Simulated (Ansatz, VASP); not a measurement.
**MgO: VASP beside Ansatz**

Contents of INCAR:

```
SYSTEM = MgO
  ALGO = Normal
  EDIFF = 1E-7
  ENCUT = 520
  ISIF = 2
  ISMEAR = 0
  LASPH = .TRUE.
  LCHARG = .FALSE.
  LREAL = .FALSE.
  LWAVE = .FALSE.
  NBANDS = 36
  NELM = 80
  PREC = Accurate
  SIGMA = 0.05
```

Contents of KPOINTS:

```
k-points
0
G
  4 4 4
  0 0 0
```

POSCAR

```
MgO
1.0
    5.5230736673      0.0000000000      0.0000000000
    0.0000000000      5.5230736673      0.0000000000
    0.0000000000      0.0000000000      5.5230736673
Mg O
6 6
Direct
    0.2500000000     -0.0211748472      0.5000000000
    0.0000000000      0.5211748472      0.2500000000
    0.5000000000      0.7500000000      0.0000000000
    0.7500000000     -0.0211748472      0.5000000000
    0.0000000000      0.5211748472      0.7500000000
    0.5000000000      0.2500000000      0.0000000000
    0.2500000000      0.4800132067      0.0000000000
    0.5000000000      0.0199867933      0.2500000000
    0.0000000000      0.7500000000      0.5000000000
    0.7500000000      0.4800132067      0.0000000000
    0.5000000000      0.0199867933      0.7500000000
    0.0000000000      0.2500000000      0.5000000000
```

Input for Ansatz:

```yaml
crystal:
  lattice:
    - [5.5230736673, 0.0, 0.0]
    - [0.0, 5.5230736673, 0.0]
    - [0.0, 0.0, 5.5230736673]
  atoms:
    - { symbol: Mg, position: [0.25, -0.0211748472, 0.5] }
    - { symbol: Mg, position: [0.0, 0.5211748472, 0.25] }
    - { symbol: Mg, position: [0.5, 0.75, 0.0] }
    - { symbol: Mg, position: [0.75, -0.0211748472, 0.5] }
    - { symbol: Mg, position: [0.0, 0.5211748472, 0.75] }
    - { symbol: Mg, position: [0.5, 0.25, 0.0] }
    - { symbol: O, position: [0.25, 0.4800132067, 0.0] }
    - { symbol: O, position: [0.5, 0.0199867933, 0.25] }
    - { symbol: O, position: [0.0, 0.75, 0.5] }
    - { symbol: O, position: [0.75, 0.4800132067, 0.0] }
    - { symbol: O, position: [0.5, 0.0199867933, 0.75] }
    - { symbol: O, position: [0.0, 0.25, 0.5] }
basis:
  ecutwfc: 520.0
kpoints:
  mp_grid: { grid: [4, 4, 4] }
hamiltonian:
  xc: lda
  pseudopotentials: { kind: paw, azcp: { folder: soft_1 } }
scf:
  occupations: { method: gaussian, width: 0.05 }
output:
  forces: true
  stress: true
  eigenvalues: true
```

Change from the starting cell: mode 14 frozen in at -0.043 Å and mode 24 at -0.144 Å (largest displacements).

Alike in both runs: task single point; functional LDA; k mesh 4 × 4 × 4; occupations gaussian, width 0.05 eV; no spin polarisation.

```csv
,VASP,Ansatz
version,VASP 6.6.1,Ansatz 0.2.0
potentials or method,"VASP PAW LDA potentials, release 64 (Mg, O), cutoff 520 eV","scalar-relativistic, plane waves, PAW"
valence electrons in the cell,48,96
```

|  | VASP | Ansatz | Ansatz less VASP |
| --- | --- | --- | --- |
| gap on the k mesh at the Fermi level (eV) | 2.49 | 2.51 | +0.019 |
| least direct gap on the mesh (eV) | 2.53 | 2.55 | +0.018 |
| pressure (GPa) | 0.0 | 0.7 | +0.66 |
| traceless stress, the component that is largest in VASP (GPa) | -0.76 | -0.77 | -0.012 |
| rms of the force components (eV/Å) | 1.033 | 1.011 | -0.0222 |

Ansatz warns that its potentials were made for another functional, while VASP's fit it. LDA's correlation is that of Perdew and Zunger in VASP and of Perdew and Wang (1992) in Ansatz. Atom by atom the forces differ by 0.023 eV/Å (rms over components). VASP's potentials hold 48 valence electrons a cell and Ansatz's 96, so a difference there can come from the potentials and not from the codes.
